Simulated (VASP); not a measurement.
Here is a VASP 6.6.1 calculation.

The input INCAR:

```
SYSTEM = Sr
PREC = Accurate
ENCUT = 520
EDIFF = 1E-6
ISMEAR = 0
SIGMA = 0.15
LREAL = .FALSE.
LASPH = .TRUE.
NELM = 80
ALGO = Fast
ISIF = 2
LWAVE = .FALSE.
LCHARG = .FALSE.
GGA = PS
NBANDS = 11
```

KPOINTS

```
regular mesh
0
G
  16 16 16
  0 0 0
```

The input POSCAR:

```
Sr
1.0
   -2.5423453681      2.4264077943      2.4264077943
    2.4264077943     -2.5423453681      2.4264077943
    2.4264077943      2.4264077943     -2.5423453681
Sr
1
Direct
    0.0000000000      0.0000000000      0.0000000000
```

Potentials or basis: VASP PAW PBE potentials, release 64 (Sr_sv).

The run is started by

```bash
$ cat potpaw_PBE.64/Sr_sv/POTCAR > POTCAR
$ mpirun -np 1 vasp_std > vasp.out
```

(1) Predict the pressure.

(2) What does it give for the band gap on the k mesh?

## Answers

(1) -1.0 GPa.

(2) zero (bands 5 and 6 overlap by 0.36 eV).

Caveat: the PAW data sets were made with another functional, which shifts forces and pressure a little.
